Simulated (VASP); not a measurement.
# Na (Im-3m) in VASP: further runs

The runs below take Na through single point, relaxation of cell and atoms, with PBE.

All numbers are computed with VASP 6.6.1; they aren't measurements. Logs are shortened: lines on timing, memory, paths and dates and some standing lists are left out, and cuts for length are marked.

### Step 1. The cell of the first run

Symmetry: Im-3m, No. 229, cubic system. The conventional cell has a = 4.007 Å, b = 4.007 Å, c = 4.007 Å, α = 90.00°, β = 90.00°, γ = 90.00°. Within 4.6 Å of Na (site symmetry m-3m) lie 14 Na at 3.47 to 4.01 Å.

### Step 2. Single point, PBE

INCAR reads:

```
ALGO     = Normal         # electronic algorithm
EDIFF    = 1E-6           # SCF threshold, eV
ENCUT    = 520            # plane-wave cutoff, eV
GGA      = PE             # functional
ISIF     = 2              # what is computed and relaxed
ISMEAR   = -1             # smearing method
LASPH    = True           # aspherical terms in the spheres
LCHARG   = False          # write CHGCAR
LREAL    = False          # projectors in reciprocal space
LWAVE    = False          # write WAVECAR
NBANDS   = 10             # bands
NELM     = 100            # most SCF steps
PREC     = Accurate       # precision mode
SIGMA    = 0.08           # smearing width, eV
```

KPOINTS reads:

```
k-points
0
Gamma
  14 14 14
```

POSCAR reads:

```
Na
1.0
   -2.0036004399      2.0036004399      2.0036004399
    2.0036004399     -2.0036004399      2.0036004399
    2.0036004399      2.0036004399     -2.0036004399
Na
1
Direct
    0.0000000000      0.0000000000      0.0000000000
```

Potentials or basis: VASP PAW PBE potentials, release 64 (Na_pv).

Started as:

```
$ cat potpaw_PBE.64/Na_pv/POTCAR > POTCAR
$ mpirun -np 1 vasp_std > vasp.out
```

OUTCAR:

```text
EDIFF = 1E-6
   ENCUT = 520
   GGA = PE
   ISIF = 2
   ISMEAR = -1
   LASPH = True
   LREAL = False
   NELM = 100
   PREC = Accurate

 ion  position               nearest neighbor table
   1  0.000  0.000  0.000-

  LATTYP: Found a body centered cubic cell.
 ALAT       =     4.0072008798

  Lattice vectors:

 A1 = (  -2.0036004399,   2.0036004399,   2.0036004399)
 A2 = (   2.0036004399,  -2.0036004399,   2.0036004399)
 A3 = (   2.0036004399,   2.0036004399,  -2.0036004399)

Analysis of symmetry for initial positions (statically):
=====================================================================
 Subroutine PRICEL returns:
 Original cell was already a primitive cell.

 Routine SETGRP: Setting up the symmetry group for a
 body centered cubic supercell.

 Subroutine GETGRP returns: Found 48 space group operations
 (whereof 48 operations were pure point group operations)
 out of a pool of 48 trial point group operations.

The static configuration has the point symmetry O_h .

Analysis of symmetry for dynamics (positions and initial velocities):
=====================================================================
 Subroutine PRICEL returns:
 Original cell was already a primitive cell.

 Routine SETGRP: Setting up the symmetry group for a
 body centered cubic supercell.

 Subroutine GETGRP returns: Found 48 space group operations
 (whereof 48 operations were pure point group operations)
 out of a pool of 48 trial point group operations.

The dynamic configuration has the point symmetry O_h .

 Subroutine INISYM returns: Found 48 space group operations
 (whereof 48 operations are pure point group operations),
 and found     1 'primitive' translations

----------------------------------------------------------------------------------------

                                     Primitive cell

  volume of cell :      32.1731

  direct lattice vectors                    reciprocal lattice vectors
    -2.003600440  2.003600440  2.003600440     0.000000000  0.249550754  0.249550754
     2.003600440 -2.003600440  2.003600440     0.249550754  0.000000000  0.249550754
     2.003600440  2.003600440 -2.003600440     0.249550754  0.249550754  0.000000000

  length of vectors
     3.470337760  3.470337760  3.470337760     0.352918060  0.352918060  0.352918060

  position of ions in fractional coordinates (direct lattice)
     0.000000000  0.000000000  0.000000000

  ion indices of the primitive-cell ions
   primitive index   ion index
                 1           1

----------------------------------------------------------------------------------------

 KPOINTS: k-points

Automatic generation of k-mesh.
 Grid dimensions read from file:
 generate k-points for:   14   14   14

 Generating k-lattice:

  Cartesian coordinates                     Fractional coordinates (reciprocal lattice)
     0.000000000  0.017825054  0.017825054     0.071428571  0.000000000  0.000000000
     0.017825054  0.000000000  0.017825054     0.000000000  0.071428571  0.000000000
     0.017825054  0.017825054  0.000000000     0.000000000  0.000000000  0.071428571

  Length of vectors
     0.025208433  0.025208433  0.025208433

  Shift w.r.t. Gamma in fractional coordinates (k-lattice)
     0.000000000  0.000000000  0.000000000

 Subroutine IBZKPT returns following result:
 ===========================================

 Found    104 irreducible k-points:

 Following reciprocal coordinates:
            Coordinates               Weight
  0.000000  0.000000  0.000000      1.000000
  0.071429  0.000000  0.000000     12.000000
  0.142857  0.000000  0.000000     12.000000
  0.214286  0.000000  0.000000     12.000000
  0.285714  0.000000  0.000000     12.000000
  0.357143  0.000000  0.000000     12.000000
[... 16 lines left out ...]
  0.285714  0.285714  0.000000     24.000000
  0.357143  0.285714 -0.000000     24.000000
 [... further k-points ...]
   k-points           NKPTS =    104   k-points in BZ     NKDIM =    104   number of bands    NBANDS=     10
   number of dos      NEDOS =    301   number of ions     NIONS =      1
   total plane-waves  NPLWV =  21952
   dimension x,y,z NGX =    28 NGY =   28 NGZ =   28
   dimension x,y,z NGXF=    56 NGYF=   56 NGZF=   56
   ions per type =               1
   NGX,Y,Z   is equivalent  to a cutoff of  13.41, 13.41, 13.41 a.u.
   NGXF,Y,Z  is equivalent  to a cutoff of  26.83, 26.83, 26.83 a.u.
 SYSTEM =  unknown system
   PREC   = accura    normal or accurate (medium, high low for compatibility)
   ISTART =      0    job   : 0-new  1-cont  2-samecut
   ICHARG =      2    charge: 1-file 2-atom 10-const
   ISPIN  =      1    spin polarized calculation?
   LNONCOLLINEAR =      F non collinear calculations
   LSORBIT =      F    spin-orbit coupling
   LASPH  =      T    aspherical Exc in radial PAW
   ENCUT  =  520.0 eV  38.22 Ry    6.18 a.u.   6.45  6.45  6.45*2*pi/ulx,y,z
   NELM   =    100;   NELMIN=  2; NELMDL= -5     # of ELM steps
   EDIFF  = 0.1E-05   stopping-criterion for ELM
   LREAL  =      F    real-space projection
   EDIFFG = 0.1E-04   stopping-criterion for IOM
   NSW    =      0    number of steps for IOM
   IBRION =     -1    ionic relax: 0-MD 1-quasi-New 2-CG
   NFREE  =      0    steps in history (QN), initial steepest desc. (CG)
   ISIF   =      2    stress and relaxation
   ISYM   =      2    0-nonsym 1-usesym 2-fastsym
   POTIM  = 0.5000    time-step for ionic-motion
   TEBEG  =    0.0;   TEEND  =   0.0 temperature during run
   PSTRESS=    0.0 pullay stress
   NELECT =       7.0000    total number of electrons
   NUPDOWN=      -1.0000    fix difference up-down
   EMIN   =  10.00;   EMAX   =-10.00  energy-range for DOS
   EFERMI =   0.00;   METHOD = LEGACY
   ISMEAR =    -1;   SIGMA  =   0.08  broadening in eV -4-tet -1-fermi 0-gaus
   EFERMI_NEDOS =   21; number of points for ismear=-14 and -15
   IALGO  =     38    algorithm
   IMIX   =      4    mixing-type and parameters
     AMIX     =   0.40;   BMIX     =  1.00
     AMIX_MAG =   1.60;   BMIX_MAG =  1.00
  volume/ion in A,a.u.               =      32.17       217.12
  Fermi-wavevector in a.u.,A,eV,Ry     =   0.984638  1.860695 13.190999  0.969511
  Thomas-Fermi vector in A             =   2.115885
   LORBIT       =      0    0 simple, 1 ext, 2 COOP (PROOUT), +10 PAW based schemes
   GGA     = PE    functional components
   LHFCALC =     F    Hartree Fock is set to
   AEXX    =    0.0000 exact exchange contribution
   IVDW    =     0    specifies the selected vdW correction
   LEPSILON=     F    determine dielectric tensor
   LRPA    =     F    only Hartree local field effects (RPA)
 non-spin polarized calculation
  energy-cutoff  :      520.00
  volume of cell :       32.17
 maximum number of plane-waves:       903
 NGX is ok and might be reduce to    28
   NGX = 13   NGY = 13   NGZ = 13

 number of electron       7.0000008 magnetization

 Free energy of the ion-electron system (eV)
  ---------------------------------------------------
  ext. energy  EPLUGINS =         0.00000000
  ---------------------------------------------------
  free energy    TOTEN  =        -1.29707651 eV

  energy without entropy =       -1.28755190  energy(sigma->0) =       -1.29231420

 E-fermi :   0.7569     XC(G=0):  -6.8838

 val. band max:        0.7178295667   @ k =  -0.3571   0.4286   0.1429
 cond. band min:       0.8048674139   @ k =   0.3571   0.0714   0.0714
 fundamental gap:      0.0870378471
 Fermi energy:         0.7569209849

 k-point     1 :       0.0000    0.0000    0.0000
  band No.  band energies     occupation
      1     -24.0356      2.00000
      2     -24.0356      2.00000
      3     -24.0356      2.00000
      4      -2.8196      2.00000
      5      13.4532      0.00000
      6      13.4532      0.00000
      7      13.4532      0.00000
      8      14.5393      0.00000
      9      14.5393      0.00000
     10      15.1615      0.00000

 k-point     2 :       0.0714    0.0000    0.0000
  band No.  band energies     occupation
      1     -24.0386      2.00000
      2     -24.0366      2.00000
      3     -24.0357      2.00000
      4      -2.7201      2.00000
      5      12.1930      0.00000
      6      12.8168      0.00000
      7      13.1511      0.00000
      8      13.7944      0.00000
      9      13.9926      0.00000
     10      15.6657      0.00000

 k-point     3 :       0.1429    0.0000    0.0000
  band No.  band energies     occupation
      1     -24.0468      2.00000
      2     -24.0393      2.00000
      3     -24.0357      2.00000
      4      -2.4230      2.00000
      5      10.1741      0.00000
      6      11.8827      0.00000
      7      12.5729      0.00000
      8      12.9198      0.00000
      9      13.7649      0.00000
     10      15.9217      0.00000

 k-point     4 :       0.2143    0.0000    0.0000
  band No.  band energies     occupation
      1     -24.0586      2.00000
      2     -24.0431      2.00000
      3     -24.0357      2.00000
      4      -1.9324      2.00000
      5       8.2297      0.00000
      6      11.0656      0.00000
      7      12.0122      0.00000
      8      12.1884      0.00000
      9      13.3898      0.00000
     10      16.2130      0.00000
[... 222 lines left out ...]
 k-point    22 :       0.3571    0.2143    0.0000
  band No.  band energies     occupation
      1     -24.0857      2.00000
      2     -24.0633      2.00000
      3     -24.0417      2.00000
      4       1.7718      0.00001
      5       3.1580      0.00000
      6       5.8073      0.00000
      7       9.7975      0.00000
      8      13.1859      0.00000
      9      15.6100      0.00000
     10      16.5604      0.00000

 k-point    23 :       0.2857    0.2857    0.0000
  band No.  band energies     occupation
      1     -24.0824      2.00000
      2     -24.0666      2.00000
      3     -24.0424      2.00000
      4       1.7000      0.00002
      5       3.8982      0.00000
      6       4.8950      0.00000
      7       9.7042      0.00000
      8      13.8778      0.00000
      9      14.8539      0.00000
     10      17.0124      0.00000

 k-point    24 :       0.3571    0.2857   -0.0000
  band No.  band energies     occupation
      1     -24.0801      2.00000
      2     -24.0710      2.00000
      3     -24.0428      2.00000
      4       2.5985      0.00000
      5       3.0832      0.00000
      6       4.5637      0.00000
      7       9.6145      0.00000
      8      14.0842      0.00000
      9      15.0446      0.00000
     10      16.5106      0.00000

 [... further k-points ...]

------------------------ aborting loop because EDIFF is reached ----------------------------------------

  FORCE on cell =-STRESS in cart. coord.  units (eV):
  Direction    XX          YY          ZZ          XY          YZ          ZX
  --------------------------------------------------------------------------------------
  -------------------------------------------------------------------------------------
  Total        0.2733226      0.2733226      0.2733226     -0.0000000     -0.0000000     -0.0000000
  in kB       13.6110868     13.6110868     13.6110868     -0.0000000     -0.0000000     -0.0000000
  external PRESSURE =      13.6110868 kB  Pullay stress =       0.0000000 kB

 VOLUME and BASIS-vectors are now :
 -----------------------------------------------------------------------------
  energy-cutoff  :      520.00
  volume of cell :       32.17
      direct lattice vectors                 reciprocal lattice vectors
    -2.003600440  2.003600440  2.003600440     0.000000000  0.249550754  0.249550754
     2.003600440 -2.003600440  2.003600440     0.249550754  0.000000000  0.249550754
     2.003600440  2.003600440 -2.003600440     0.249550754  0.249550754  0.000000000

 POSITION                                       TOTAL-FORCE (eV/Angst)
 -----------------------------------------------------------------------------------
      0.00000      0.00000      0.00000         0.000000      0.000000      0.000000
 -----------------------------------------------------------------------------------
    total drift:                               -0.000000     -0.000000     -0.000000

  FREE ENERGIE OF THE ION-ELECTRON SYSTEM (eV)
  ---------------------------------------------------
  free  energy   TOTEN  =        -1.2970765058 eV

  energy  without entropy=       -1.2875518996  energy(sigma->0) =       -1.29231420
```

It took 32 s on 1 thread of Intel Xeon 8259CL, shared host; peak memory 0.16 GiB.

What came out:

- Free energy: -1.2971 eV
- Pressure: 1.4 GPa
- Band gap on the k mesh: zero (an odd number of electrons rules out a gap without spin polarisation)

Levels at points of the mesh, in eV from the Fermi level:
| k point | band 1 | band 2 | band 3 | band 4 | band 5 | band 6 | band 7 | band 8 |
| --- | --- | --- | --- | --- | --- | --- | --- | --- |
| (0.00, 0.00, 0.00) | -24.79 | -24.79 | -24.79 | -3.58 | 12.70 | 12.70 | 12.70 | 13.78 |
| (0.50, 0.00, 0.00) | -24.85 | -24.81 | -24.79 | 0.81 | 1.39 | 8.82 | 10.13 | 10.19 |
| (0.50, 0.50, 0.50) | -24.83 | -24.83 | -24.83 | 4.76 | 4.76 | 5.42 | 5.42 | 5.42 |

(Continued in part 2 of 2.)
